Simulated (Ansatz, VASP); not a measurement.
## MnO2: VASP beside Ansatz

File INCAR:

```
SYSTEM = MnO2
ALGO = Normal
EDIFF = 1E-6
ENCUT = 600
GGA = PE
GGA_COMPAT = .FALSE.
ISIF = 2
ISMEAR = 0
ISPIN = 2
LASPH = .TRUE.
LCHARG = .TRUE.
LDAU = .TRUE.
LDAUJ = 0 0
LDAUL = 2 -1
LDAUPRINT = 1
LDAUTYPE = 2
LDAUU = 2 0
LELF = .TRUE.
LMAXMIX = 4
LORBIT = 11
LREAL = .FALSE.
LVHAR = .TRUE.
LWAVE = .FALSE.
MAGMOM = 2.89 -0.01 -0.01
NBANDS = 24
NELM = 200
PREC = Accurate
SIGMA = 0.05
```

The input KPOINTS:

```
k-points
0
G
  8 8 4
  0 0 0
```

Contents of POSCAR:

```
MnO2
1.0
    2.7513669000      0.0000000000      0.0000000000
   -1.3756834500      2.3827536300      0.0000000000
    0.0000000000      0.0000000000      4.4385258500
Mn O
1 2
Direct
    0.0000000000      0.0000000000      0.0000000000
    0.3333333333      0.6666666667      0.2520000000
    0.6666666667      0.3333333333      0.7480000000
```

Input for Ansatz:

```yaml
crystal:
  lattice:
    - [2.7513669, 0.0, 0.0]
    - [-1.37568345, 2.38275363, 0.0]
    - [0.0, 0.0, 4.43852585]
  atoms:
    - { symbol: Mn, position: [0.0, 0.0, 0.0], spin: 1.0 }
    - { symbol: O, position: [0.3333333333, 0.6666666667, 0.252] }
    - { symbol: O, position: [0.6666666667, 0.3333333333, 0.748] }
basis:
  ecutwfc: 420
  ecutrho_ratio: 4
kpoints:
  mp_grid: { grid: [8, 8, 4] }
hamiltonian:
  xc: pbe
  hubbard:
    sites:
      - { site: 0, l: d, u_eff: 2.0, starting_ns: [{ spin: up, occupation_matrix: s0up }, { spin: down, occupation_matrix: s0down }] }
    occupation_matrices:
      s0up:
        matrix:
          - [0.02, 0.0, 0.0, 0.0, 0.0]
          - [0.0, 0.02, 0.0, 0.0, 0.0]
          - [0.0, 0.0, 0.02, 0.0, 0.0]
          - [0.0, 0.0, 0.0, 0.97, 0.0]
          - [0.0, 0.0, 0.0, 0.0, 0.97]
      s0down:
        matrix:
          - [0.02, 0.0, 0.0, 0.0, 0.0]
          - [0.0, 0.02, 0.0, 0.0, 0.0]
          - [0.0, 0.0, 0.02, 0.0, 0.0]
          - [0.0, 0.0, 0.0, 0.02, 0.0]
          - [0.0, 0.0, 0.0, 0.0, 0.97]
    ns_hold: until_converged
scf:
  occupations: { method: gaussian, width: 0.05 }
  lower_state_search: "off"
  max_iter: 150
output:
  forces: true
  stress: true
  eigenvalues: true
  populations: true
  hubbard: { sites: [{ site: 0, l: d }] }
magnetization:
  spin_polarized: true
```

Alike in both runs: task single point; functional PBE; k mesh 8 × 8 × 4; occupations gaussian, width 0.05 eV; collinear spin; Hubbard terms Mn d U = 2.0 eV.

|  | VASP | Ansatz |
| --- | --- | --- |
| version | VASP 6.6.1 | Ansatz 0.2.0 |
| potentials or method | VASP PAW PBE potentials, release 64 (Mn_pv, O), cutoff 600 eV | scalar-relativistic, plane waves, PAW |
| valence electrons in the cell | 25 | 27 |

Ansatz gave:

* gap on the k mesh at the Fermi level (eV): 1.44
* least direct gap on the mesh (eV): 1.77
* pressure (GPa): 3.2
* traceless stress, the component that is largest in VASP (GPa): -20.55
* rms of the force components (eV/Å): 1.084
* net moment per atom (μB): 1.00
* size of the moment on the site where the two differ most (μB): 2.63

What did VASP give for the same quantities?

gap on the k mesh at the Fermi level (eV): 1.44; least direct gap on the mesh (eV): 1.77; pressure (GPa): 3.9; traceless stress, the component that is largest in VASP (GPa): -20.35; rms of the force components (eV/Å): 1.033; net moment per atom (μB): 1.00; size of the moment on the site where the two differ most (μB): 2.96.

Site moments also hang on the region over which each program counts them. The programs project onto different local orbitals, so the same U acts differently, and such runs can settle in different states. Atom by atom the forces differ by 0.051 eV/Å (rms over components). VASP's potentials hold 25 valence electrons a cell and Ansatz's 27, so a difference there can come from the potentials and not from the codes. Ansatz's warnings: specified occupation not kept, symmetry narrowed by occupation matrices.
